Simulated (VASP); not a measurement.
Wanted: the native input for a VASP 6.6.1 run.

```yaml
Task: single point
Functional: PBE
Potentials_or_basis: VASP PAW PBE potentials, release 64 (Sn_d)
Cutoff: 520 eV
k_mesh: 20 × 20 × 20
Occupations: gaussian, width 0.1 eV
Spin: no spin polarisation
Dipole_correction: no
Further_INCAR_settings: ALGO = Fast; EDIFF = 1e-06; NBANDS = 13
```

The structure of Sn lies in POSCAR:

```
Sn
1.0
    0.0000000000      2.6927829994      2.6927829994
    1.6849705669      0.0000000000      2.6927829994
    1.6849705669      2.6927829994      0.0000000000
Sn
1
Direct
    0.5000000000      0.5000000000      0.5000000000
```

These files were run (other wordings do the same):

INCAR

```
ALGO = Fast
EDIFF = 1E-6
ENCUT = 520
GGA = PE
ISIF = 2
ISMEAR = 0
LASPH = T
LCHARG = T
LELF = T
LREAL = F
LVHAR = T
LWAVE = F
NBANDS = 13
NELM = 100
PREC = Accurate
SIGMA = 0.1
```

KPOINTS

```
k-points
0
Gamma
  20 20 20
```

Potentials or basis: VASP PAW PBE potentials, release 64 (Sn_d).

Launch:

```bash
$ cat potpaw_PBE.64/Sn_d/POTCAR > POTCAR
$ mpirun -np 1 vasp_std > vasp.out
```

It gave:

```yaml
Pressure: 8.1 GPa
Band_gap_on_the_k_mesh: zero (bands 7 and 8 overlap by 10.81 eV)
```

Caveat: the cell stands under pressure; spin-orbit coupling is left out, which moves the levels of the heavy elements.

Wall time 100 s on 1 thread of Intel(R) Xeon(R) Platinum 8488C (Sapphire Rapids) (shared host), peak memory 0.29 GiB.
